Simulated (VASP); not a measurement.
ZnS, 2 atoms in the cell. It takes space group F-43m (No. 216, cubic). The conventional cell has a = 5.356 Å, b = 5.356 Å, c = 5.356 Å, α = 90.00°, β = 90.00°, γ = 90.00°. Zn (site symmetry -43m) has 4 S at 2.32 Å within 3.1 Å. Within 3.1 Å of S (site symmetry -43m) lie 4 Zn at 2.32 Å. 

* Program: VASP 6.6.1
* Task: single point
* Functional: HSE06
* Potentials or basis: VASP PAW PBE potentials, release 64 (Zn, S)
* Cutoff: 520 eV
* k mesh: 6 × 6 × 6
* Occupations: gaussian, width 0.01 eV
* Spin: no spin polarisation
* Dipole correction: no
* Grid for exact exchange (PRECFOCK): Normal
* Further INCAR settings: ALGO = Normal; EDIFF = 1e-07; NBANDS = 16
* Share of exact exchange: 0.25
* Screening parameter: 0.2079 1/Å

Potentials or basis: VASP PAW PBE potentials, release 64 (Zn, S).

Launch:

```sh
$ cat potpaw_PBE.64/Zn/POTCAR potpaw_PBE.64/S/POTCAR > POTCAR
$ cp INCAR.step1 INCAR
$ mpirun -np 1 vasp_std > vasp.out
$ cp INCAR.step2 INCAR
$ mpirun -np 1 vasp_std > vasp.out
```

Hardware: 1 thread of AMD EPYC 7R13 Processor (Zen 3), with other jobs on the host.

Task: Estimate the wall time of this run.

Result: Wall time 50 min on 1 thread of AMD EPYC 7R13 Processor (Zen 3), with other jobs on the host, peak memory 0.25 GiB. Counts: k points 16.
